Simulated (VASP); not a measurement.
Crystal: ZrN.

```
Zr N
1.0
     0.00000    2.26260    2.26260
     2.26260    0.00000    2.26260
     2.26260    2.26260    0.00000
Zr N
1 1
Cartesian
  0.0000 0.0000 0.0000
  2.2626 2.2626 2.2626
```

Base run:

| Property | Result |
| --- | --- |
| Program | VASP 6.6.1 |
| Functional | LDA |
| Potentials or basis | VASP PAW LDA potentials, release 64 (Zr_sv, N) |
| Cutoff | 600 eV |
| k mesh | 18 × 18 × 18 |
| Occupations | gaussian, width 0.15 eV |
| Spin | collinear spin, ferromagnetic start |
| Starting moments | [0.75, 0.0] μB |
| Fixed moment | 0.75 μB |

Its results: pressure 4.3 GPa; site moments Zr +0.42; N +0.09 μB.

Problem. The run is repeated on the same cell with these changes: fixed moment from 0.75 μB to 1 μB; moments at the start from [0.75, 0.0] to [1.0, 0.0]. What comes out?

Solution. Pressure 7.1 GPa; site moments Zr +0.54; N +0.14 μB.

Caveats: the total moment is fixed, so each spin has its own Fermi level.
